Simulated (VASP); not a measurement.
# GaN in VASP: a series of runs, part 2 of 2

VASP 6.6.1. Earlier steps stand in the parts before.

## (3) Single point, PBE (mode 11 frozen in at -0.048 Å and mode 13 at +0.059 Å (largest displacements))

The input, INCAR:

```
SYSTEM = GaN
ALGO = Normal
EDIFF = 1E-6
ENCUT = 520
GGA = PE
ISIF = 2
ISMEAR = 0
LASPH = .True.
LCHARG = .False.
LREAL = .False.
LWAVE = .False.
NBANDS = 46
NELM = 80
PREC = Accurate
SIGMA = 0.05
```

The input, KPOINTS:

```
k-points
0
Gamma
  8 6 6
  0 0 0
```

The input, POSCAR:

```
GaN
1.0
   -3.2185392732      0.0000000000      0.0000000000
    0.0000000000      0.0000000000     -5.2433778863
    0.0000000001     -5.5746735474      0.0000000000
Ga N
4 4
Direct
    0.5000000000      0.0063924375      0.1747050732
    0.0000000000     -0.0001599905      0.6586249308
    0.0000000000      0.4998400095      0.3413750692
    0.5000000000      0.5063924375      0.8252949268
    0.5000000000      0.6115006639      0.1680152500
    0.0000000000      0.6143443387      0.6652969815
    0.0000000000      0.1143443387      0.3347030185
    0.5000000000      0.1115006639      0.8319847500
```

Potentials or basis: VASP PAW PBE potentials, release 64 (Ga_d, N).

Command:

```sh
$ cat potpaw_PBE.64/Ga_d/POTCAR potpaw_PBE.64/N/POTCAR > POTCAR
$ mpirun -np 1 vasp_std > vasp.out
```

It took 11 min on 1 thread of AMD EPYC 9755, shared host; peak memory 0.33 GiB.

Results (log left out):

```
Free energy            : -48.4498 eV
Pressure               : 0.8 GPa
Largest force          : 1.447 eV/Å
Band gap on the k mesh : 1.61 eV
```

Forces in eV/Å, atoms in the order of the input:
```
Ga   0.000  1.093  0.949
Ga   0.000 -1.171  0.322
Ga   0.000  1.171  0.322
Ga   0.000 -1.093  0.949
N    0.000  0.015 -0.584
N    0.000 -0.117 -0.687
N    0.000  0.117 -0.687
N    0.000 -0.015 -0.584
```

Stress tensor (GPa, compression positive):
```
 2.54  0.00  0.00
 0.00  2.66  0.00
 0.00  0.00 -2.68
```

Levels at points of the mesh, in eV from the valence-band top:
| k point | band 34 | band 35 | band 36 | band 37 | band 38 | band 39 |
| --- | --- | --- | --- | --- | --- | --- |
| (0.00, 0.00, 0.00) | -0.18 | -0.16 | 0.00 | 1.61 | 3.81 | 4.82 |
| (0.50, 0.00, 0.00) | -2.26 | -1.93 | -1.56 | 5.64 | 6.18 | 6.18 |
| (0.00, 0.50, 0.00) | -0.65 | -0.61 | -0.61 | 3.90 | 3.90 | 4.29 |
| (0.50, 0.50, 0.00) | -1.75 | -1.38 | -1.38 | 5.46 | 5.46 | 5.75 |
| (0.00, 0.00, 0.50) | -0.67 | -0.57 | -0.54 | 3.88 | 4.08 | 5.53 |
| (0.50, 0.00, 0.50) | -1.89 | -1.33 | -1.15 | 4.58 | 5.05 | 5.13 |
| (0.00, 0.50, 0.50) | -1.73 | -1.14 | -1.14 | 4.86 | 4.86 | 5.19 |
| (0.50, 0.50, 0.50) | -1.93 | -1.59 | -1.59 | 4.05 | 4.05 | 4.46 |

Caveat: the cell differs from its parent crystal (mode 11 frozen in at -0.048 Å and mode 13 at +0.059 Å (largest displacements)); forces of over 1 eV/Å act on the atoms, so gaps and moduli don't describe the material at rest.

## (4) Single point, PBE (mode 11 frozen in at -0.016 Å and mode 13 at +0.078 Å (largest displacements))

The input, INCAR:

```
  PREC = Accurate
  ENCUT = 520
  EDIFF = 1E-7
  ISMEAR = 0
  SIGMA = 0.05
  LREAL = False
  LASPH = True
  NELM = 60
  ALGO = Normal
  ISIF = 2
  LWAVE = False
  LCHARG = False
  GGA = PE
  NBANDS = 46
```

The input, KPOINTS:

```
Automatic mesh
0
Gamma
  8 6 6
```

The input, POSCAR:

```
GaN
1.0
   -3.2185392732      0.0000000000      0.0000000000
    0.0000000000      0.0000000000     -5.2433778863
    0.0000000001     -5.5746735474      0.0000000000
Ga N
4 4
Direct
    0.5000000000      0.0049592496      0.1693444708
    0.0000000000      0.0027751069      0.6639844234
    0.0000000000      0.5027751069      0.3360155766
    0.5000000000      0.5049592496      0.8306555292
    0.5000000000      0.6087105090      0.1671056435
    0.0000000000      0.6096584006      0.6661995540
    0.0000000000      0.1096584006      0.3338004460
    0.5000000000      0.1087105090      0.8328943565
```

Command:

```sh
$ cat potpaw_PBE.64/Ga_d/POTCAR potpaw_PBE.64/N/POTCAR > POTCAR
$ mpirun -np 1 vasp_std > vasp.out
```

Run time: 7.1 min. Hardware: 1 thread of Oxide Virtual Turin-like, shared host; peak memory 0.33 GiB.

Results (log left out):

```yaml
Free_energy: -48.4840 eV
Pressure: 0.9 GPa
Largest_force: 0.950 eV/Å
Band_gap_on_the_k_mesh: 1.60 eV
```

Forces on the atoms (eV/Å):
```
Ga   0.000  0.381  0.870
Ga   0.000 -0.393  0.676
Ga   0.000  0.393  0.676
Ga   0.000 -0.381  0.870
N    0.000  0.018 -0.749
N    0.000 -0.033 -0.797
N    0.000  0.033 -0.797
N    0.000 -0.018 -0.749
```

Stress tensor (GPa, compression positive):
```
 3.02  0.00  0.00
 0.00  3.04  0.00
 0.00  0.00 -3.42
```

Levels at points of the mesh, in eV from the valence-band top:
```
           k point  band 33  band 34  band 35  band 36  band 37  band 38  band 39  band 40
(0.00, 0.00, 0.00)    -1.12    -0.24    -0.24     0.00     1.60     3.75     4.77     5.22
(0.50, 0.00, 0.00)    -2.43    -2.40    -1.77    -1.65     5.87     6.05     6.22     6.28
(0.00, 0.50, 0.00)    -0.71    -0.71    -0.70    -0.70     3.90     3.90     4.25     4.25
(0.50, 0.50, 0.00)    -1.61    -1.61    -1.49    -1.49     5.53     5.53     5.62     5.62
(0.00, 0.00, 0.50)    -0.83    -0.76    -0.61    -0.56     3.93     3.99     5.49     5.51
(0.50, 0.00, 0.50)    -2.00    -1.93    -1.37    -1.31     4.69     4.84     5.18     5.26
(0.00, 0.50, 0.50)    -1.59    -1.59    -1.39    -1.39     4.95     4.95     5.06     5.06
(0.50, 0.50, 0.50)    -1.83    -1.83    -1.71    -1.71     4.17     4.17     4.31     4.31
```

Caveat: the cell differs from its parent crystal (mode 11 frozen in at -0.016 Å and mode 13 at +0.078 Å (largest displacements)).

## (5) Single point, PBE (mode 11 frozen in at -0.016 Å and mode 13 at +0.000 Å (largest displacements))

The input, INCAR:

```
SYSTEM = GaN
PREC = Accurate ; ENCUT = 520
EDIFF = 1E-6 ; ISMEAR = 0
SIGMA = 0.05 ; LREAL = .False.
LASPH = .True. ; NELM = 60
ALGO = Normal ; ISIF = 2
LWAVE = .False. ; LCHARG = .True.
GGA = PE ; LELF = .True.
LVHAR = .True. ; NBANDS = 46
```

The input, KPOINTS:

```
regular mesh
0
Gamma
  8 6 6
  0 0 0
```

The input, POSCAR:

```
GaN
1.0
   -3.2185392732      0.0000000000      0.0000000000
    0.0000000000      0.0000000000     -5.2433778863
    0.0000000001     -5.5746735474      0.0000000000
Ga N
4 4
Direct
    0.5000000000      0.0019554306      0.1693466904
    0.0000000000     -0.0002287120      0.6639866430
    0.0000000000      0.4997712880      0.3360133570
    0.5000000000      0.5019554306      0.8306533096
    0.5000000000      0.6236626949      0.1671197115
    0.0000000000      0.6246105865      0.6662136219
    0.0000000000      0.1246105865      0.3337863781
    0.5000000000      0.1236626949      0.8328802885
```

Command:

```sh
$ cat potpaw_PBE.64/Ga_d/POTCAR potpaw_PBE.64/N/POTCAR > POTCAR
$ mpirun -np 1 vasp_std > vasp.out
```

It took 8 min on 1 thread of Oxide Virtual Turin-like, shared host; peak memory 0.33 GiB.

Results (log left out):

```yaml
Free_energy: -48.6436 eV
Pressure: 0.1 GPa
Largest_force: 0.375 eV/Å
Band_gap_on_the_k_mesh: 1.71 eV
```

Forces in eV/Å, atoms in the order of the input:
```
Ga   0.000  0.344  0.134
Ga   0.000 -0.351 -0.132
Ga   0.000  0.351 -0.132
Ga   0.000 -0.344  0.134
N    0.000  0.005 -0.013
N    0.000 -0.015  0.011
N    0.000  0.015  0.011
N    0.000 -0.005 -0.013
```

Levels at points of the mesh, in eV from the valence-band top:
```
           k point  band 33  band 34  band 35  band 36  band 37  band 38  band 39  band 40
(0.00, 0.00, 0.00)    -0.89    -0.04     0.00     0.00     1.71     4.06     4.98     5.37
(0.50, 0.00, 0.00)    -2.03    -2.01    -1.90    -1.78     5.66     5.84     6.38     6.44
(0.00, 0.50, 0.00)    -0.51    -0.51    -0.51    -0.51     4.05     4.05     4.31     4.31
(0.50, 0.50, 0.00)    -1.64    -1.64    -1.52    -1.52     5.66     5.66     5.76     5.76
(0.00, 0.00, 0.50)    -0.71    -0.66    -0.51    -0.44     4.07     4.14     5.74     5.77
(0.50, 0.00, 0.50)    -2.15    -2.08    -0.99    -0.94     4.90     5.06     5.33     5.40
(0.00, 0.50, 0.50)    -1.34    -1.34    -1.15    -1.15     5.04     5.04     5.15     5.15
(0.50, 0.50, 0.50)    -1.85    -1.85    -1.76    -1.76     4.23     4.23     4.38     4.38
```

Caveat: the cell differs from its parent crystal (mode 11 frozen in at -0.016 Å and mode 13 at +0.000 Å (largest displacements)).

## (6) Single point, PBE (mode 11 frozen in at -0.016 Å and mode 13 at -0.039 Å (largest displacements))

The input, INCAR:

```
SYSTEM = GaN
  ALGO = Normal
  EDIFF = 1E-6
  ENCUT = 520
  GGA = PE
  ISIF = 2
  ISMEAR = 0
  LASPH = .TRUE.
  LCHARG = .FALSE.
  LREAL = .FALSE.
  LWAVE = .FALSE.
  NBANDS = 46
  NELM = 60
  PREC = Accurate
  SIGMA = 0.05
```

The input, KPOINTS:

```
k-points
0
G
  8 6 6
  0 0 0
```

The input, POSCAR:

```
GaN
1.0
   -3.2185392732      0.0000000000      0.0000000000
    0.0000000000      0.0000000000     -5.2433778863
    0.0000000001     -5.5746735474      0.0000000000
Ga N
4 4
Direct
    0.5000000000      0.0004535212      0.1693478002
    0.0000000000     -0.0017306215      0.6639877528
    0.0000000000      0.4982693785      0.3360122472
    0.5000000000      0.5004535212      0.8306521998
    0.5000000000      0.6311387878      0.1671267454
    0.0000000000      0.6320866794      0.6662206559
    0.0000000000      0.1320866794      0.3337793441
    0.5000000000      0.1311387878      0.8328732546
```

Potentials or basis: VASP PAW PBE potentials, release 64 (Ga_d, N).

Command:

```sh
$ cat potpaw_PBE.64/Ga_d/POTCAR potpaw_PBE.64/N/POTCAR > POTCAR
$ mpirun -np 1 vasp_std > vasp.out
```

It took 8.5 min on 1 thread of Oxide Virtual Turin-like, shared host; peak memory 0.33 GiB.

The run converged. Its results:

| Property | Result |
| --- | --- |
| Free energy | -48.5926 eV |
| Pressure | 0.3 GPa |
| Largest force | 0.793 eV/Å |
| Band gap on the k mesh | 1.65 eV |

Forces on the atoms (eV/Å):
```
Ga   0.000  0.325 -0.409
Ga   0.000 -0.329 -0.721
Ga   0.000  0.329 -0.721
Ga   0.000 -0.325 -0.409
N    0.000  0.001  0.528
N    0.000 -0.009  0.602
N    0.000  0.009  0.602
N    0.000 -0.001  0.528
```

Stress tensor (GPa, compression positive):
```
-1.29  0.00  0.00
 0.00 -1.30  0.00
 0.00  0.00  3.35
```

Levels at points of the mesh, in eV from the valence-band top:
```tsv
k point	band 33	band 34	band 35	band 36	band 37	band 38	band 39	band 40
(0.00, 0.00, 0.00)	-0.85	-0.20	0.00	0.00	1.65	4.10	4.96	5.32
(0.50, 0.00, 0.00)	-2.09	-1.96	-1.95	-1.92	5.42	5.60	6.34	6.40
(0.00, 0.50, 0.00)	-0.54	-0.54	-0.53	-0.53	4.00	4.00	4.22	4.22
(0.50, 0.50, 0.00)	-1.77	-1.77	-1.65	-1.65	5.59	5.59	5.68	5.68
(0.00, 0.00, 0.50)	-0.88	-0.84	-0.47	-0.41	4.03	4.09	5.75	5.77
(0.50, 0.00, 0.50)	-2.35	-2.27	-0.92	-0.87	4.88	5.04	5.29	5.36
(0.00, 0.50, 0.50)	-1.34	-1.34	-1.15	-1.15	4.96	4.96	5.07	5.07
(0.50, 0.50, 0.50)	-1.87	-1.87	-1.81	-1.81	4.14	4.14	4.28	4.28
```

Caveat: the cell differs from its parent crystal (mode 11 frozen in at -0.016 Å and mode 13 at -0.039 Å (largest displacements)).
